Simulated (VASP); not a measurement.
# Na15S8 (a cell with a defect) in VASP: single point with PBE

Aim: the single point of Na15S8 (a cell with a defect) with PBE.

Everything below comes from runs of VASP 6.6.1. Logs are shortened: lines on timing, memory, paths and dates and some standing lists are left out, and cuts for length are marked.

### 1 The cell of the first run

The cell holds a defect, 23 atoms: a = 9.288 Å, b = 9.288 Å, c = 9.288 Å, α = 60.00°, β = 60.00°, γ = 60.00°.

### 2 Single point, PBE (atoms taken out, then relaxed in part)

INCAR reads:

```
SYSTEM = Na15S8
PREC = Accurate
ENCUT = 400
EDIFF = 1E-6
ISMEAR = 0
SIGMA = 0.05
LREAL = .FALSE.
LASPH = .TRUE.
NELM = 120
ALGO = Normal
ISIF = 2
LWAVE = .FALSE.
LCHARG = .TRUE.
GGA = PE
LELF = .TRUE.
LVHAR = .TRUE.
NBANDS = 94
GGA_COMPAT = .FALSE.
```

KPOINTS reads:

```
regular mesh
0
G
  4 4 4
  0 0 0
```

POSCAR reads:

```
Na15S8
1.0
   -6.5678008208      6.5678008208      0.0000000000
   -6.5678008208      0.0000000000      6.5678008208
    0.0000000000      6.5678008208      6.5678008208
Na S
15 8
Direct
    0.3749653973      0.8750346027      0.3750346027
    0.8750346027      0.3749653973      0.3750346027
    0.8750346027      0.8750346027      0.8749653973
    0.3749653973      0.3749653973      0.3750346027
    0.3749653973      0.8750346027      0.8749653973
    0.8750346027      0.3749653973      0.8749653973
    0.3750000000      0.3750000000      0.8750000000
    0.6250000000      0.6250000000      0.1250000000
    0.1118530107      0.6381469893      0.1381469893
    0.6381469893      0.1118530107      0.1381469893
    0.6381469893      0.6381469893      0.6118530107
    0.1118530107      0.1118530107      0.1381469893
    0.1118530107      0.6381469893      0.6118530107
    0.6381469893      0.1118530107      0.6118530107
    0.1250000000      0.1250000000      0.6250000000
    0.0043278875      0.0043278875     -0.0129836626
    0.5003110526     -0.0009331578      0.0003110526
   -0.0009331578      0.5003110526      0.0003110526
    0.0043278875      0.0043278875      0.5043278875
    0.5003110526      0.5003110526      0.0003110526
    0.4870163374      0.0043278875      0.5043278875
    0.0043278875      0.4870163374      0.5043278875
    0.5003110526      0.5003110526      0.4990668422
```

Potentials or basis: VASP PAW PBE potentials, release 64 (Na_pv, S).

On the command line:

```bash
> cat potpaw_PBE.64/Na_pv/POTCAR potpaw_PBE.64/S/POTCAR > POTCAR
> mpirun -np 1 vasp_std > vasp.out
```

OUTCAR:

```text
SYSTEM = Na15S8
   PREC = Accurate
   ENCUT = 400
   EDIFF = 1E-6
   ISMEAR = 0
   LREAL = .FALSE.
   LASPH = .TRUE.
   NELM = 120
   ISIF = 2
   GGA = PE

 ion  position               nearest neighbor table
   1  0.375  0.875  0.375-
   2  0.875  0.375  0.375-
   3  0.875  0.875  0.875-
   4  0.375  0.375  0.375-
   5  0.375  0.875  0.875-
   6  0.875  0.375  0.875-
   7  0.375  0.375  0.875-
   8  0.625  0.625  0.125-
   9  0.112  0.638  0.138-  16 2.79  22 2.79
  10  0.638  0.112  0.138-  16 2.79  21 2.79
  11  0.638  0.638  0.612-  21 2.79  22 2.79
  12  0.112  0.112  0.138-  19 2.79  16 2.79
  13  0.112  0.638  0.612-  19 2.79  22 2.79
  14  0.638  0.112  0.612-  19 2.79  21 2.79
  15  0.125  0.125  0.625-  16 2.75  21 2.75  22 2.75  19 2.75
  16  0.004  0.004  0.987-  15 2.75  10 2.79   9 2.79  12 2.79
  17  0.500  0.999  0.000-
  18  0.999  0.500  0.000-
  19  0.004  0.004  0.504-  15 2.75  13 2.79  14 2.79  12 2.79
  20  0.500  0.500  0.000-
  21  0.487  0.004  0.504-  15 2.75  11 2.79  10 2.79  14 2.79
  22  0.004  0.487  0.504-  15 2.75  11 2.79   9 2.79  13 2.79
  23  0.500  0.500  0.499-

  LATTYP: Found a face centered cubic cell.
 ALAT       =    13.1356016416

  Lattice vectors:

 A1 = (  -6.5678008208,   6.5678008208,   0.0000000000)
 A2 = (  -6.5678008208,   0.0000000000,   6.5678008208)
 A3 = (   0.0000000000,   6.5678008208,   6.5678008208)

Analysis of symmetry for initial positions (statically):
=====================================================================
 Subroutine PRICEL returns:
 Original cell was already a primitive cell.

 Routine SETGRP: Setting up the symmetry group for a
 face centered cubic supercell.

 Subroutine GETGRP returns: Found 24 space group operations
 (whereof  6 operations were pure point group operations)
 out of a pool of 48 trial point group operations.

The static configuration has the point symmetry C_3v.
 The point group associated with its full space group is T_d .

Analysis of symmetry for dynamics (positions and initial velocities):
=====================================================================
 Subroutine PRICEL returns:
 Original cell was already a primitive cell.

 Routine SETGRP: Setting up the symmetry group for a
 face centered cubic supercell.

 Subroutine GETGRP returns: Found 24 space group operations
 (whereof  6 operations were pure point group operations)
 out of a pool of 48 trial point group operations.

The dynamic configuration has the point symmetry C_3v.
 The point group associated with its full space group is T_d .

 Subroutine INISYM returns: Found 24 space group operations
 (whereof  6 operations are pure point group operations),
 and found     1 'primitive' translations

----------------------------------------------------------------------------------------

                                     Primitive cell

  volume of cell :     566.6174

  direct lattice vectors                    reciprocal lattice vectors
    -6.567800821  6.567800821  0.000000000    -0.076128983  0.076128983 -0.076128983
    -6.567800821  0.000000000  6.567800821    -0.076128983 -0.076128983  0.076128983
     0.000000000  6.567800821  6.567800821     0.076128983  0.076128983  0.076128983

  length of vectors
     9.288272996  9.288272996  9.288272996     0.131859267  0.131859267  0.131859267

  position of ions in fractional coordinates (direct lattice)
     0.374965397  0.875034603  0.375034603
     0.875034603  0.374965397  0.375034603
     0.875034603  0.875034603  0.874965397
     0.374965397  0.374965397  0.375034603
     0.374965397  0.875034603  0.874965397
     0.875034603  0.374965397  0.874965397
[... 15 lines left out ...]
     0.004327887  0.487016337  0.504327887
     0.500311053  0.500311053  0.499066842

  ion indices of the primitive-cell ions
   primitive index   ion index
                 1           1
                 2           2
                 3           3
                 4           4
                 5           5
                 6           6
[... 15 lines left out ...]
                22          22
                23          23

----------------------------------------------------------------------------------------

 KPOINTS: regular mesh

Automatic generation of k-mesh.
 Grid dimensions read from file:
 generate k-points for:    4    4    4

 Generating k-lattice:

  Cartesian coordinates                     Fractional coordinates (reciprocal lattice)
    -0.019032246  0.019032246 -0.019032246     0.250000000  0.000000000  0.000000000
    -0.019032246 -0.019032246  0.019032246     0.000000000  0.250000000  0.000000000
     0.019032246  0.019032246  0.019032246     0.000000000  0.000000000  0.250000000

  Length of vectors
     0.032964817  0.032964817  0.032964817

  Shift w.r.t. Gamma in fractional coordinates (k-lattice)
     0.000000000  0.000000000  0.000000000

 Subroutine IBZKPT returns following result:
 ===========================================

 Found      8 irreducible k-points:

 Following reciprocal coordinates:
            Coordinates               Weight
  0.000000  0.000000  0.000000      1.000000
  0.250000  0.000000  0.000000      8.000000
  0.500000  0.000000  0.000000      4.000000
  0.250000  0.250000  0.000000      6.000000
  0.500000  0.250000  0.000000     24.000000
 -0.250000  0.250000  0.000000     12.000000
  0.500000  0.500000  0.000000      3.000000
 -0.250000  0.500000  0.250000      6.000000
   k-points           NKPTS =      8   k-points in BZ     NKDIM =      8   number of bands    NBANDS=     94
   number of dos      NEDOS =    301   number of ions     NIONS =     23
   total plane-waves  NPLWV = 262144
   dimension x,y,z NGX =    64 NGY =   64 NGZ =   64
   dimension x,y,z NGXF=   128 NGYF=  128 NGZF=  128
   ions per type =              15   8
   NGX,Y,Z   is equivalent  to a cutoff of  11.46, 11.46, 11.46 a.u.
   NGXF,Y,Z  is equivalent  to a cutoff of  22.91, 22.91, 22.91 a.u.
 SYSTEM =  Na15S8
   PREC   = accura    normal or accurate (medium, high low for compatibility)
   ISTART =      0    job   : 0-new  1-cont  2-samecut
   ICHARG =      2    charge: 1-file 2-atom 10-const
   ISPIN  =      1    spin polarized calculation?
   LNONCOLLINEAR =      F non collinear calculations
   LSORBIT =      F    spin-orbit coupling
   LASPH  =      T    aspherical Exc in radial PAW
   ENCUT  =  400.0 eV  29.40 Ry    5.42 a.u.  15.15 15.15 15.15*2*pi/ulx,y,z
   NELM   =    120;   NELMIN=  2; NELMDL= -5     # of ELM steps
   EDIFF  = 0.1E-05   stopping-criterion for ELM
   LREAL  =      F    real-space projection
   EDIFFG = 0.1E-04   stopping-criterion for IOM
   NSW    =      0    number of steps for IOM
   IBRION =     -1    ionic relax: 0-MD 1-quasi-New 2-CG
   NFREE  =      0    steps in history (QN), initial steepest desc. (CG)
   ISIF   =      2    stress and relaxation
   ISYM   =      2    0-nonsym 1-usesym 2-fastsym
   POTIM  = 0.5000    time-step for ionic-motion
   TEBEG  =    0.0;   TEEND  =   0.0 temperature during run
   PSTRESS=    0.0 pullay stress
   NELECT =     153.0000    total number of electrons
   NUPDOWN=      -1.0000    fix difference up-down
   EMIN   =  10.00;   EMAX   =-10.00  energy-range for DOS
   EFERMI =   0.00;   METHOD = LEGACY
   ISMEAR =     0;   SIGMA  =   0.05  broadening in eV -4-tet -1-fermi 0-gaus
   EFERMI_NEDOS =   21; number of points for ismear=-14 and -15
   IALGO  =     38    algorithm
   IMIX   =      4    mixing-type and parameters
     AMIX     =   0.40;   BMIX     =  1.00
     AMIX_MAG =   1.60;   BMIX_MAG =  1.00
  volume/ion in A,a.u.               =      24.64       166.25
  Fermi-wavevector in a.u.,A,eV,Ry     =   1.058137  1.999589 15.233823  1.119654
  Thomas-Fermi vector in A             =   2.193436
   LORBIT       =      0    0 simple, 1 ext, 2 COOP (PROOUT), +10 PAW based schemes
   GGA     = PE    functional components
   LHFCALC =     F    Hartree Fock is set to
   AEXX    =    0.0000 exact exchange contribution
   IVDW    =     0    specifies the selected vdW correction
   LEPSILON=     F    determine dielectric tensor
   LRPA    =     F    only Hartree local field effects (RPA)
 non-spin polarized calculation
 Gauss-broadening in eV      SIGMA  =   0.05
  energy-cutoff  :      400.00
  volume of cell :      566.62
 maximum number of plane-waves:     10332
 NGX is ok and might be reduce to    64
   NGX = 31   NGY = 31   NGZ = 31

 number of electron     152.9999959 magnetization

 Free energy of the ion-electron system (eV)
  ---------------------------------------------------
  ext. energy  EPLUGINS =         0.00000000
  ---------------------------------------------------
  free energy    TOTEN  =       -75.57260382 eV

  energy without entropy =      -75.53971229  energy(sigma->0) =      -75.55615806

 E-fermi :  -0.1075     XC(G=0):  -7.6115

 val. band max:       -0.1227083309   @ k =   0.5000   0.0000   0.0000
 cond. band min:      -0.0980600186   @ k =   0.2500   0.0000   0.0000
 fundamental gap:      0.0246483123
 Fermi energy:        -0.1074809068

 k-point     1 :       0.0000    0.0000    0.0000
  band No.  band energies     occupation
      1     -22.3862      2.00000
      2     -22.3862      2.00000
      3     -22.3862      2.00000
      4     -22.3831      2.00000
      5     -22.3831      2.00000
      6     -22.3831      2.00000
[... 80 lines left out ...]
     87       5.9355      0.00000
     88       6.0912      0.00000

 k-point     2 :       0.2500    0.0000    0.0000
  band No.  band energies     occupation
      1     -22.3848      2.00000
      2     -22.3846      2.00000
      3     -22.3846      2.00000
      4     -22.3822      2.00000
      5     -22.3822      2.00000
      6     -22.3819      2.00000
[... 535 lines left out ...]
     87       5.9641      0.00000
     88       6.0453      0.00000

 k-point     8 :      -0.2500    0.5000    0.2500
  band No.  band energies     occupation
      1     -22.3885      2.00000
      2     -22.3875      2.00000
      3     -22.3845      2.00000
      4     -22.3797      2.00000
      5     -22.3787      2.00000
      6     -22.3731      2.00000
[... 80 lines left out ...]
     87       6.2290      0.00000
     88       6.2340      0.00000
 [bands above 88 left out]

------------------------ aborting loop because EDIFF is reached ----------------------------------------

  FORCE on cell =-STRESS in cart. coord.  units (eV):
  Direction    XX          YY          ZZ          XY          YZ          ZX
  --------------------------------------------------------------------------------------
  -------------------------------------------------------------------------------------
  Total       -0.4588824     -0.4588824     -0.4588824      0.0000000     -0.0000000      0.0000000
  in kB       -1.2975440     -1.2975440     -1.2975440      0.0000000     -0.0000000      0.0000000
  external PRESSURE =      -1.2975440 kB  Pullay stress =       0.0000000 kB

 VOLUME and BASIS-vectors are now :
 -----------------------------------------------------------------------------
  energy-cutoff  :      400.00
  volume of cell :      566.62
      direct lattice vectors                 reciprocal lattice vectors
    -6.567800821  6.567800821  0.000000000    -0.076128983  0.076128983 -0.076128983
    -6.567800821  0.000000000  6.567800821    -0.076128983 -0.076128983  0.076128983
     0.000000000  6.567800821  6.567800821     0.076128983  0.076128983  0.076128983

 POSITION                                       TOTAL-FORCE (eV/Angst)
 -----------------------------------------------------------------------------------
     -8.20975      4.92585      8.21021         0.000000     -0.000000      0.003665
     -8.20975      8.21021      4.92585         0.000000      0.003665     -0.000000
    -11.49411     11.49365     11.49365        -0.003665     -0.000000     -0.000000
     -4.92540      4.92585      4.92585         0.003665     -0.000000     -0.000000
     -8.20975      8.20930     11.49365         0.000000     -0.003665     -0.000000
     -8.20975     11.49365      8.20930         0.000000     -0.000000     -0.003665
[... 15 lines left out ...]
     -3.22705      3.34075      6.51095        -0.003707     -0.003707      0.003707
     -6.57189      6.56371      6.56371         0.000317      0.000317      0.000317
 -----------------------------------------------------------------------------------
    total drift:                                0.000000      0.000000      0.000000

  FREE ENERGIE OF THE ION-ELECTRON SYSTEM (eV)
  ---------------------------------------------------
  free  energy   TOTEN  =       -75.5726038219 eV

  energy  without entropy=      -75.5397122946  energy(sigma->0) =      -75.55615806
```

Run time: 10 min. Hardware: 1 thread of Intel Xeon 6975P-C (Granite Rapids), shared host; peak memory 0.7 GiB.

What came out:

| Item | Value |
| --- | --- |
| Free energy | -75.5726 eV |
| Pressure | -0.1 GPa |
| Largest force | 0.006 eV/Å |
| Band gap on the k mesh | zero (an odd number of electrons rules out a gap without spin polarisation) |

Forces in eV/Å, atoms in the order of the input:
```
Na   0.000  0.000  0.004
Na   0.000  0.004  0.000
Na  -0.004  0.000  0.000
Na   0.004  0.000  0.000
Na   0.000 -0.004  0.000
Na   0.000  0.000 -0.004
Na   0.000  0.000  0.000
Na   0.000  0.000  0.000
Na   0.000  0.000  0.000
Na   0.000  0.000  0.000
Na   0.000  0.000  0.000
Na   0.000  0.000  0.000
Na   0.000  0.000  0.000
Na   0.000  0.000  0.000
Na   0.000  0.000  0.000
S    0.004  0.004  0.004
S    0.000  0.000  0.000
S    0.000  0.000  0.000
S    0.004 -0.004 -0.004
S    0.000  0.000  0.000
S   -0.004  0.004 -0.004
S   -0.004 -0.004  0.004
S    0.000  0.000  0.000
```

Levels at points of the mesh, in eV from the Fermi level:
```csv
k point,band 74,band 75,band 76,band 77,band 78,band 79,band 80,band 81
"(0.00, 0.00, 0.00)",-0.05,0.03,0.03,0.03,2.60,4.04,4.04,4.04
"(0.50, 0.00, 0.00)",-0.06,-0.06,-0.02,-0.02,3.84,3.99,4.83,4.83
"(0.50, 0.50, 0.00)",-0.17,-0.13,-0.06,-0.06,4.14,4.19,4.97,4.97
```

Caveat: the cell differs from its parent crystal (atoms taken out, then relaxed in part).

The gap in the log of VASP goes by the Fermi energy; the results here count the filled bands.